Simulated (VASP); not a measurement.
# BiCCl (P6_3/mmc) in VASP: further runs, part 2 of 2

VASP 6.6.1. The steps go on from the part before.

## 3. Single point, PBE

This run uses another cell than the first one, of 20.11 Å³/atom.

The input, INCAR:

```
ALGO = Fast ; EDIFF = 1E-7
ENCUT = 520 ; GGA = PE
ISIF = 2 ; ISMEAR = 0
LASPH = True ; LCHARG = False
LREAL = False ; LWAVE = False
NBANDS = 35 ; NELM = 60
PREC = Accurate ; SIGMA = 0.1
```

The input, KPOINTS:

```
k-points
0
Gamma
  12 12 6
```

The input, POSCAR:

```
BiCCl
1.0
    4.9615597517      0.0000000000      0.0000000000
   -2.4807798758      4.2968367873      0.0000000000
    0.0000000000      0.0000000000      5.6597272465
Bi C Cl
2 2 2
Direct
    0.6666666667      0.3333333333      0.2500000000
    0.3333333333      0.6666666667      0.7500000000
    0.0000000000      0.0000000000      0.5000000000
    0.0000000000      0.0000000000      0.0000000000
    0.3333333333      0.6666666667      0.2500000000
    0.6666666667      0.3333333333      0.7500000000
```

Potentials or basis: VASP PAW PBE potentials, release 64 (Bi_d, C, Cl).

Command:

```
cat potpaw_PBE.64/Bi_d/POTCAR potpaw_PBE.64/C/POTCAR potpaw_PBE.64/Cl/POTCAR > POTCAR
mpirun -np 1 vasp_std > vasp.out
```

OUTCAR:

```text
EDIFF = 1E-7
   ENCUT = 520
   GGA = PE
   ISIF = 2
   ISMEAR = 0
   LASPH = True
   LREAL = False
   NELM = 60
   PREC = Accurate

 ion  position               nearest neighbor table
   1  0.667  0.333  0.250-   6 2.83   6 2.83   5 2.86   5 2.86   5 2.86
   2  0.333  0.667  0.750-   5 2.83   5 2.83   6 2.86   6 2.86   6 2.86
   3  0.000  0.000  0.500-
   4  0.000  0.000  0.000-
   5  0.333  0.667  0.250-   2 2.83   2 2.83   1 2.86   1 2.86   1 2.86
   6  0.667  0.333  0.750-   1 2.83   1 2.83   2 2.86   2 2.86   2 2.86

  LATTYP: Found a hexagonal cell.
 ALAT       =     4.9615597517
 C/A-ratio  =     1.1407153254

  Lattice vectors:

 A1 = (   4.9615597517,   0.0000000000,   0.0000000000)
 A2 = (  -2.4807798758,   4.2968367873,   0.0000000000)
 A3 = (   0.0000000000,   0.0000000000,   5.6597272465)

Analysis of symmetry for initial positions (statically):
=====================================================================
 Subroutine PRICEL returns:
 Original cell was already a primitive cell.

 Routine SETGRP: Setting up the symmetry group for a
 hexagonal supercell.

 Subroutine GETGRP returns: Found 24 space group operations
 (whereof 12 operations were pure point group operations)
 out of a pool of 24 trial point group operations.

The static configuration has the point symmetry D_3d.
 The point group associated with its full space group is D_6h.

Analysis of symmetry for dynamics (positions and initial velocities):
=====================================================================
 Subroutine PRICEL returns:
 Original cell was already a primitive cell.

 Routine SETGRP: Setting up the symmetry group for a
 hexagonal supercell.

 Subroutine GETGRP returns: Found 24 space group operations
 (whereof 12 operations were pure point group operations)
[... 130 lines left out ...]
     AMIX     =   0.40;   BMIX     =  1.00
     AMIX_MAG =   1.60;   BMIX_MAG =  1.00
  volume/ion in A,a.u.               =      20.11       135.71
  Fermi-wavevector in a.u.,A,eV,Ry     =   1.236579  2.336795 20.805033  1.529127
  Thomas-Fermi vector in A             =   2.371181
   LORBIT       =      0    0 simple, 1 ext, 2 COOP (PROOUT), +10 PAW based schemes
   GGA     = PE    functional components
   LHFCALC =     F    Hartree Fock is set to
   AEXX    =    0.0000 exact exchange contribution
   IVDW    =     0    specifies the selected vdW correction
   LEPSILON=     F    determine dielectric tensor
   LRPA    =     F    only Hartree local field effects (RPA)
 non-spin polarized calculation
 RMM-DIIS sequential band-by-band and
 Gauss-broadening in eV      SIGMA  =   0.10
  energy-cutoff  :      520.00
  volume of cell :      120.66
 maximum number of plane-waves:      3272
 NGX is ok and might be reduce to    40
   NGX = 19   NGY = 19   NGZ = 21

 number of electron      52.0000004 magnetization

 Free energy of the ion-electron system (eV)
  ---------------------------------------------------
  ext. energy  EPLUGINS =         0.00000000
  ---------------------------------------------------
  free energy    TOTEN  =       -18.56847927 eV

  energy without entropy =      -18.53454584  energy(sigma->0) =      -18.55151255

 E-fermi :   6.4053     XC(G=0): -10.3147

 val. band max:        6.4050547350   @ k =   0.2500   0.1667   0.0000
 cond. band min:       6.4081857076   @ k =   0.2500   0.0833   0.0000
 fundamental gap:      0.0031309726
 Fermi energy:         6.4053456314

 k-point     1 :       0.0000    0.0000    0.0000
  band No.  band energies     occupation
      1     -17.3816      2.00000
      2     -17.3254      2.00000
      3     -17.3104      2.00000
      4     -17.3104      2.00000
      5     -17.2784      2.00000
      6     -17.2784      2.00000
[... 901 lines left out ...]
     34       9.7591      0.00000
     35      12.7740      0.00000

 [... further k-points ...]

------------------------ aborting loop because EDIFF is reached ----------------------------------------

  FORCE on cell =-STRESS in cart. coord.  units (eV):
  Direction    XX          YY          ZZ          XY          YZ          ZX
  --------------------------------------------------------------------------------------
  -------------------------------------------------------------------------------------
  Total        0.0052367      0.0052367     -0.0575952      0.0000000     -0.0000000     -0.0000000
  in kB        0.0695354      0.0695354     -0.7647759      0.0000000     -0.0000000     -0.0000000
  external PRESSURE =      -0.2085684 kB  Pullay stress =       0.0000000 kB

 VOLUME and BASIS-vectors are now :
 -----------------------------------------------------------------------------
  energy-cutoff  :      520.00
  volume of cell :      120.66
      direct lattice vectors                 reciprocal lattice vectors
     4.961559752  0.000000000  0.000000000     0.201549523  0.116364671  0.000000000
    -2.480779876  4.296836787  0.000000000     0.000000000  0.232729342  0.000000000
     0.000000000  0.000000000  5.659727247     0.000000000  0.000000000  0.176686960

 POSITION                                       TOTAL-FORCE (eV/Angst)
 -----------------------------------------------------------------------------------
      2.48078      1.43228      1.41493         0.000000     -0.000000      0.000000
     -0.00000      2.86456      4.24480        -0.000000      0.000000     -0.000000
      0.00000      0.00000      2.82986         0.000000      0.000000     -0.000000
      0.00000      0.00000      0.00000         0.000000      0.000000     -0.000000
     -0.00000      2.86456      1.41493        -0.000000      0.000000     -0.000000
      2.48078      1.43228      4.24480         0.000000     -0.000000      0.000000
 -----------------------------------------------------------------------------------
    total drift:                               -0.000000     -0.000000      0.000000

  FREE ENERGIE OF THE ION-ELECTRON SYSTEM (eV)
  ---------------------------------------------------
  free  energy   TOTEN  =       -18.5684792671 eV

  energy  without entropy=      -18.5345458403  energy(sigma->0) =      -18.55151255
```

OSZICAR:

```text
N       E                     dE             d eps       ncg     rms          rms(c)
DAV:   1     0.545257158359E+03    0.54526E+03   -0.25471E+04  5320   0.165E+03
DAV:   2     0.519480881240E+02   -0.49331E+03   -0.47608E+03  5595   0.432E+02
DAV:   3    -0.163753564452E+02   -0.68323E+02   -0.65691E+02  6666   0.163E+02
DAV:   4    -0.205069720135E+02   -0.41316E+01   -0.40057E+01  5796   0.398E+01
DAV:   5    -0.206910494269E+02   -0.18408E+00   -0.18364E+00  7272   0.886E+00    0.116E+01
RMM:   6    -0.190522322184E+02    0.16388E+01   -0.36139E+00  6444   0.744E+00    0.127E+01
RMM:   7    -0.186112691490E+02    0.44096E+00   -0.54455E-01  6434   0.435E+00    0.589E+00
RMM:   8    -0.185916140666E+02    0.19655E-01   -0.27549E-01  7229   0.259E+00    0.200E+00
RMM:   9    -0.185685707994E+02    0.23043E-01   -0.73247E-02  6658   0.219E+00    0.335E-01
RMM:  10    -0.185682698511E+02    0.30095E-03   -0.20456E-02  7920   0.843E-01    0.142E-01
RMM:  11    -0.185684605910E+02   -0.19074E-03   -0.29890E-03  7412   0.367E-01    0.964E-02
RMM:  12    -0.185684746887E+02   -0.14098E-04   -0.71295E-04  8639   0.160E-01    0.289E-02
RMM:  13    -0.185684787708E+02   -0.40822E-05   -0.87800E-05  8578   0.521E-02    0.640E-03
RMM:  14    -0.185684792668E+02   -0.49598E-06   -0.16392E-05  7912   0.209E-02    0.824E-03
RMM:  15    -0.185684790721E+02    0.19472E-06   -0.39093E-06  8431   0.102E-02    0.324E-03
RMM:  16    -0.185684792151E+02   -0.14297E-06   -0.58154E-07  5877   0.399E-03    0.994E-04
RMM:  17    -0.185684792671E+02   -0.52059E-07   -0.12334E-07  3437   0.256E-03
   1 F= -.18568479E+02 E0= -.18551513E+02  d E =-.339334E-01
```

It took 5.4 min on 1 thread of Oxide Virtual Turin-like, shared host; peak memory 0.4 GiB.

What came out:

```yaml
Free_energy: -18.5685 eV
Pressure: 0.0 GPa
Band_gap_on_the_k_mesh: zero (bands 26 and 27 overlap by 0.74 eV)
```

Levels at points of the mesh, in eV from the Fermi level:
```
           k point  band 24  band 25  band 26  band 27  band 28  band 29
(0.00, 0.00, 0.00)    -2.13    -1.30     0.18     0.18     0.86     0.86
(0.50, 0.00, 0.00)    -0.24    -0.21    -0.10     0.37     1.52     1.61
(0.00, 0.00, 0.50)    -1.68    -1.68    -1.68    -0.04    -0.04     1.18
(0.50, 0.00, 0.50)    -1.42    -0.31    -0.31    -0.03    -0.03     1.47
```

Caveat: spin-orbit coupling is left out, which moves the levels of the heavy elements.

## 4. Single point, PBE

This run uses another cell than the first one, of 20.11 Å³/atom.

The input, INCAR:

```
SYSTEM = BiCCl
PREC = Accurate
ENCUT = 520
EDIFF = 1E-6
ISMEAR = 0
SIGMA = 0.1
LREAL = .FALSE.
LASPH = .TRUE.
NELM = 100
ALGO = Fast
ISIF = 2
LWAVE = .FALSE.
LCHARG = .FALSE.
GGA = PE
NBANDS = 35
```

The input, KPOINTS:

```
Automatic mesh
0
G
  12 12 8
  0 0 0
```

Edit POSCAR of step 3 so:

```diff
@@ -2,5 +2,5 @@
 1.0
-    4.9615597517      0.0000000000      0.0000000000
-   -2.4807798758      4.2968367873      0.0000000000
-    0.0000000000      0.0000000000      5.6597272465
+    4.9586885177      0.0000000000      0.0000000000
+   -2.4793442588      4.2943502258      0.0000000000
+    0.0000000000      0.0000000000      5.6666742599
 Bi C Cl
```

Command:

```
cat potpaw_PBE.64/Bi_d/POTCAR potpaw_PBE.64/C/POTCAR potpaw_PBE.64/Cl/POTCAR > POTCAR
mpirun -np 1 vasp_std > vasp.out
```

Run time: 5.4 min. Hardware: 1 thread of Oxide Virtual Turin-like, shared host; peak memory 0.44 GiB.

Results (log left out):

```
Free energy            : -18.5706 eV
Pressure               : -0.1 GPa
Band gap on the k mesh : zero (bands 26 and 27 overlap by 0.98 eV)
```

Levels at points of the mesh, in eV from the Fermi level:
```
           k point  band 22  band 23  band 24  band 25  band 26  band 27  band 28  band 29  band 30  band 31
(0.00, 0.00, 0.00)    -4.92    -2.12    -2.12    -1.28     0.18     0.18     0.87     0.87     2.26     3.49
(0.50, 0.00, 0.00)    -4.04    -1.93    -0.23    -0.19    -0.09     0.37     1.54     1.63     2.74     2.74
(0.00, 0.00, 0.50)    -4.31    -1.67    -1.67    -1.67    -1.67    -0.03    -0.03     1.19     1.19     2.64
(0.50, 0.00, 0.50)    -3.44    -1.41    -1.41    -0.30    -0.30    -0.03    -0.03     1.48     1.48     2.26
```

Caveat: spin-orbit coupling is left out, which moves the levels of the heavy elements.

## 5. Summary

```tsv
cell	k mesh	gap on the mesh (eV)	pressure (GPa)
a = 4.476, b = 4.476, c = 8.037 Å, angles 90.0, 90.0, 120.0°, 6 atoms	6 × 6 × 2	none	3.2
a = 4.962, b = 4.962, c = 5.660 Å, angles 90.0, 90.0, 120.0°, 6 atoms	12 × 12 × 6	none	0.0
a = 4.959, b = 4.959, c = 5.667 Å, angles 90.0, 90.0, 120.0°, 6 atoms	12 × 12 × 8	none	-0.1
```

Alike in all rows: task single point; level PBE; potentials or basis VASP PAW PBE potentials, release 64 (Bi_d, C, Cl); no spin polarisation; cutoff (eV) 520; smearing gaussian 0.1 eV.

Caveats: some runs use coarse meshes; spin-orbit coupling is left out, which moves the levels of the heavy elements.

Total energies depend on the potentials used, so only differences within one code and one set of settings carry meaning.
